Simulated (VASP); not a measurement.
LiCd3, 4 atoms in the cell. Symmetry: Fm-3m, No. 225, cubic system. The conventional cell has a = 6.598 Å, b = 6.598 Å, c = 6.598 Å, α = 90.00°, β = 90.00°, γ = 90.00°. Li (site symmetry m-3m) has 14 Cd at 2.86 to 3.30 Å within 3.8 Å. Cd (site symmetry -43m) has 4 Li at 2.86 Å and 10 Cd at 2.86 to 3.30 Å within 3.8 Å. Within 3.8 Å of Cd (site symmetry m-3m) lie 8 Cd at 2.86 Å and 6 Li at 3.30 Å. 

- Program: VASP 6.6.1
- Task: single point
- Functional: LDA
- Potentials or basis: VASP PAW LDA potentials, release 64 (Li_sv, Cd)
- Cutoff: 520 eV
- k mesh: 6 × 6 × 6
- Occupations: gaussian, width 0.02 eV
- Spin: no spin polarisation
- Dipole correction: no
- Further INCAR settings: ALGO = Normal; EDIFF = 1e-07; NBANDS = 28

Potentials or basis: VASP PAW LDA potentials, release 64 (Li_sv, Cd).

The run is started by

```sh
$ cat potpaw_LDA.64/Li_sv/POTCAR potpaw_LDA.64/Cd/POTCAR > POTCAR
$ mpirun -np 1 vasp_std > vasp.out
```

Hardware: 1 thread of Intel(R) Xeon(R) Platinum 8259CL CPU @ 2.50GHz (Skylake/Cascade Lake) (shared host).

Q: Estimate the wall time of this run.

A: Wall time 43 s on 1 thread of Intel(R) Xeon(R) Platinum 8259CL CPU @ 2.50GHz (Skylake/Cascade Lake) (shared host), peak memory 0.18 GiB. Counts: scf iterations 12, k points 16.
